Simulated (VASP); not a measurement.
# TiB (I-4m2) in VASP: a series of runs, part 2 of 2

VASP 6.6.1. The steps go on from the part before.

### 3 Single point, r2SCAN (strain -0.025 along x and y, +0.050 along z)

Input file POSCAR:

```
TiB
1.0
    0.0000000000      2.0484750000      2.2060500000
    2.0484750000      0.0000000000      2.2060500000
    2.0484750000      2.0484750000      0.0000000000
Ti B
1 1
Direct
    0.7500000000      0.7500000000      0.7500000000
    0.0000000000      0.0000000000      0.0000000000
```

Input file INCAR.step1:

```
SYSTEM = TiB
  PREC = Accurate
  ENCUT = 520
  ISMEAR = 0
  SIGMA = 0.15
  LREAL = .False.
  LASPH = .True.
  NELM = 80
  NBANDS = 14
  GGA = PE
  ALGO = Normal
  EDIFF = 1E-4
  LWAVE = .True.
  LCHARG = .False.
```

Input file INCAR.step2:

```
SYSTEM = TiB
  PREC = Accurate
  ENCUT = 520
  EDIFF = 1E-7
  ISMEAR = 0
  SIGMA = 0.15
  LREAL = .False.
  LASPH = .True.
  NELM = 80
  ALGO = Normal
  ISIF = 2
  LWAVE = .False.
  LCHARG = .False.
  METAGGA = R2SCAN
  LMIXTAU = .True.
  NBANDS = 14
  ISTART = 1
```

Input file KPOINTS:

```
Automatic mesh
0
Gamma
  20 20 20
  0 0 0
```

Potentials or basis: VASP PAW PBE potentials, release 64 (Ti_sv, B).

The run is started by

```
> cat potpaw_PBE.64/Ti_sv/POTCAR potpaw_PBE.64/B/POTCAR > POTCAR
> cp INCAR.step1 INCAR
> mpirun -np 1 vasp_std > vasp.out
> cp INCAR.step2 INCAR
> mpirun -np 1 vasp_std > vasp.out
```

OUTCAR:

```text
SYSTEM = TiB
   PREC = Accurate
   ENCUT = 520
   EDIFF = 1E-7
   ISMEAR = 0
   LREAL = .False.
   LASPH = .True.
   NELM = 80
   ISIF = 2
   METAGGA = R2SCAN
   ISTART = 1

 ion  position               nearest neighbor table
   1  0.750  0.750  0.750-   2 1.82   2 1.82   2 1.82   2 1.82
   2  0.000  0.000  0.000-   1 1.82   1 1.82   1 1.82   1 1.82

  LATTYP: Found a body centered tetragonal cell.
 ALAT       =     2.8969811272
 C/A-ratio  =     1.5229992210

  Lattice vectors:

 A1 = (  -2.0484750000,   0.0000000000,   2.2060500000)
 A2 = (   2.0484750000,   0.0000000000,   2.2060500000)
 A3 = (   0.0000000000,   2.0484750000,  -2.2060500000)

Analysis of symmetry for initial positions (statically):
=====================================================================
 Subroutine PRICEL returns:
 Original cell was already a primitive cell.

 Routine SETGRP: Setting up the symmetry group for a
 body centered tetragonal supercell.

 Subroutine GETGRP returns: Found  8 space group operations
 (whereof  8 operations were pure point group operations)
 out of a pool of 16 trial point group operations.

The static configuration has the point symmetry D_2d.

[... 176 lines left out ...]
      8       7.4162      2.00000
      9      12.4744      0.00000
     10      13.4384      0.00000
     11      21.8369      0.00000
     12      22.3532      0.00000
     13      23.1165      0.00000
     14      23.1165      0.00000
[... 377 lines left out ...]
      1     -47.6046      2.00000
      2     -23.4861      2.00000
      3     -22.9664      2.00000
      4     -22.8135      2.00000
      5       2.7054      2.00000
      6       6.4934      2.00000
      7       7.7679      2.00000
      8       8.4319      2.00000
      9      13.0395      0.00000
     10      13.5961      0.00000
     11      16.9984      0.00000
     12      20.4138      0.00000
     13      21.2614      0.00000
     14      22.9517      0.00000

 [... further k-points ...]

------------------------ aborting loop because EDIFF is reached ----------------------------------------

  FORCE on cell =-STRESS in cart. coord.  units (eV):
  Direction    XX          YY          ZZ          XY          YZ          ZX
  --------------------------------------------------------------------------------------
  -------------------------------------------------------------------------------------
  Total       13.5561758     13.5561758     15.2311920      0.0000000      0.0000000      0.0000000
  in kB     1173.1163585   1173.1163585   1318.0679276      0.0000000      0.0000000      0.0000000
  external PRESSURE =    1221.4335482 kB  Pullay stress =       0.0000000 kB

 VOLUME and BASIS-vectors are now :
 -----------------------------------------------------------------------------
  energy-cutoff  :      520.00
  volume of cell :       18.51
      direct lattice vectors                 reciprocal lattice vectors
     0.000000000  2.048475000  2.206050000    -0.244084014  0.244084014  0.226649441
     2.048475000  0.000000000  2.206050000     0.244084014 -0.244084014  0.226649441
     2.048475000  2.048475000  0.000000000     0.244084014  0.244084014 -0.226649441

 POSITION                                       TOTAL-FORCE (eV/Angst)
 -----------------------------------------------------------------------------------
      3.07271      3.07271      3.30907         0.000000      0.000000     -0.000000
      0.00000      0.00000      0.00000        -0.000000     -0.000000      0.000000
 -----------------------------------------------------------------------------------
    total drift:                               -0.000000     -0.000000      0.000001

  FREE ENERGIE OF THE ION-ELECTRON SYSTEM (eV)
  ---------------------------------------------------
  free  energy   TOTEN  =       -15.7900744245 eV

  energy  without entropy=      -15.7805307649  energy(sigma->0) =      -15.78530259
```

OSZICAR.step1:

```text
N       E                     dE             d eps       ncg     rms          rms(c)
DAV:   1     0.125805826030E+03    0.12581E+03   -0.79069E+03 17974   0.132E+03
DAV:   2    -0.291375181097E+01   -0.12872E+03   -0.12184E+03 18464   0.339E+02
DAV:   3    -0.122100500035E+02   -0.92963E+01   -0.89885E+01 26550   0.858E+01
DAV:   4    -0.127962324391E+02   -0.58618E+00   -0.58516E+00 21084   0.159E+01
DAV:   5    -0.128048522920E+02   -0.86199E-02   -0.86191E-02 23708   0.192E+00    0.250E+01
DAV:   6    -0.992771148562E+01    0.28771E+01   -0.61469E+00 25374   0.397E+01    0.603E+00
DAV:   7    -0.998744826684E+01   -0.59737E-01   -0.71421E-01 18194   0.922E+00    0.513E+00
DAV:   8    -0.100457369463E+02   -0.58289E-01   -0.14012E-01 26836   0.306E+00    0.953E-01
DAV:   9    -0.100511042197E+02   -0.53673E-02   -0.10933E-02 18164   0.952E-01    0.224E-01
DAV:  10    -0.100509341199E+02    0.17010E-03   -0.20774E-03 21660   0.484E-01    0.180E-01
DAV:  11    -0.100508710234E+02    0.63096E-04   -0.33763E-04 18008   0.196E-01
   1 F= -.10050871E+02 E0= -.10045850E+02  d E =-.100420E-01
```

Run time: 10 min. Hardware: 1 thread of AMD EPYC 7R13, shared host; peak memory 0.29 GiB.

What came out:

| Quantity | Value |
| --- | --- |
| Free energy | -15.7901 eV |
| Pressure | 122.1 GPa |
| Band gap on the k mesh | zero (an odd number of electrons rules out a gap without spin polarisation) |

Levels at points of the mesh, in eV from the Fermi level:
```tsv
k point	band 4	band 5	band 6	band 7	band 8	band 9	band 10	band 11	band 12	band 13
(0.00, 0.00, 0.00)	-32.15	-9.61	-2.29	-1.99	-1.99	3.07	4.04	12.43	12.95	13.71
(0.50, 0.00, 0.00)	-32.24	-6.16	-2.73	-1.66	-0.93	4.34	4.53	6.34	10.30	10.66
(0.50, 0.50, 0.00)	-32.42	-4.90	-4.79	0.44	2.17	2.17	5.24	6.43	6.43	7.42
(0.50, 0.00, 0.50)	-32.53	-4.95	-4.84	1.45	1.52	1.94	4.96	6.10	6.77	8.42
```

Caveat: the cell differs from its parent crystal (strain -0.025 along x and y, +0.050 along z); the stress differs along the axes, from 117 to 132 GPa; the PAW data sets were made with another functional, which shifts forces and pressure a little; an odd number of electrons without spin polarisation forces a metal; a magnetic or distorted state may lie lower.

### 4 Single point, r2SCAN (strain +0.000 along x and y, +0.025 along z)

Input file POSCAR:

```
TiB
1.0
    0.0000000000      2.1010000000      2.1535250000
    2.1010000000      0.0000000000      2.1535250000
    2.1010000000      2.1010000000      0.0000000000
Ti B
1 1
Direct
    0.7500000000      0.7500000000      0.7500000000
    0.0000000000      0.0000000000      0.0000000000
```

Input file INCAR.step1:

```
PREC = Accurate
ENCUT = 520
ISMEAR = 0
SIGMA = 0.15
LREAL = F
LASPH = T
NELM = 80
NBANDS = 14
GGA = PE
ALGO = Normal
EDIFF = 1E-4
LWAVE = T
LCHARG = F
```

Input file INCAR.step2:

```
PREC = Accurate
ENCUT = 520
EDIFF = 1E-7
ISMEAR = 0
SIGMA = 0.15
LREAL = F
LASPH = T
NELM = 80
ALGO = Normal
ISIF = 2
LWAVE = F
LCHARG = T
METAGGA = R2SCAN
LMIXTAU = T
LELF = T
LVHAR = T
NBANDS = 14
ISTART = 1
```

Input file KPOINTS:

```
Automatic mesh
0
Gamma
  20 20 20
```

The run is started by

```
> cat potpaw_PBE.64/Ti_sv/POTCAR potpaw_PBE.64/B/POTCAR > POTCAR
> cp INCAR.step1 INCAR
> mpirun -np 1 vasp_std > vasp.out
> cp INCAR.step2 INCAR
> mpirun -np 1 vasp_std > vasp.out
```

Run time: 12 min. Hardware: 1 thread of AMD EPYC 7R13, shared host; peak memory 0.3 GiB.

The run converged. Its results:

| Item | Value |
| --- | --- |
| Free energy | -16.1147 eV |
| Pressure | 111.3 GPa |
| Band gap on the k mesh | zero (an odd number of electrons rules out a gap without spin polarisation) |

Stress tensor (GPa, compression positive):
```
109.56   0.00   0.00
  0.00 109.56   0.00
  0.00   0.00 114.89
```

Levels at points of the mesh, in eV from the Fermi level:
| k point | band 4 | band 5 | band 6 | band 7 | band 8 | band 9 | band 10 | band 11 | band 12 | band 13 |
| --- | --- | --- | --- | --- | --- | --- | --- | --- | --- | --- |
| (0.00, 0.00, 0.00) | -32.20 | -9.50 | -2.08 | -1.98 | -1.98 | 3.42 | 3.71 | 12.68 | 12.90 | 13.29 |
| (0.50, 0.00, 0.00) | -32.30 | -6.09 | -2.68 | -1.36 | -1.12 | 4.38 | 4.47 | 6.10 | 10.32 | 10.41 |
| (0.50, 0.50, 0.00) | -32.48 | -4.78 | -4.75 | 0.88 | 1.94 | 1.94 | 5.11 | 6.31 | 6.31 | 7.64 |
| (0.50, 0.00, 0.50) | -32.51 | -4.81 | -4.76 | 1.23 | 1.71 | 1.88 | 5.06 | 6.17 | 6.40 | 7.94 |

Caveat: the cell differs from its parent crystal (strain +0.000 along x and y, +0.025 along z); the stress differs along the axes, from 110 to 115 GPa; the PAW data sets were made with another functional, which shifts forces and pressure a little; an odd number of electrons without spin polarisation forces a metal; a magnetic or distorted state may lie lower.

### 5 The runs side by side

```csv
cell,gap on the mesh (eV),pressure (GPa)
"a = 2.972, b = 2.972, c = 2.897 Å, angles 60.8, 60.8, 58.3°, 2 atoms",none,133.7
"a = 3.010, b = 3.010, c = 2.897 Å, angles 61.2, 61.2, 57.5°, 2 atoms",none,122.1
"a = 3.009, b = 3.009, c = 2.971 Å, angles 60.4, 60.4, 59.2°, 2 atoms",none,111.3
```

Alike in all rows: task single point; level r2SCAN; potentials or basis VASP PAW PBE potentials, release 64 (Ti_sv, B); no spin polarisation; k mesh 20 × 20 × 20; cutoff (eV) 520; smearing gaussian 0.15 eV.

Caveats: the PAW data sets were made with another functional, which shifts forces and pressure a little; an odd number of electrons without spin polarisation forces a metal; a magnetic or distorted state may lie lower; the stress differs along the axes, from 130 to 141 GPa (at least some runs); the stress differs along the axes, from 117 to 132 GPa (at least some runs); the stress differs along the axes, from 110 to 115 GPa (at least some runs).

Absolute energies hang on the potentials; compare differences alone.
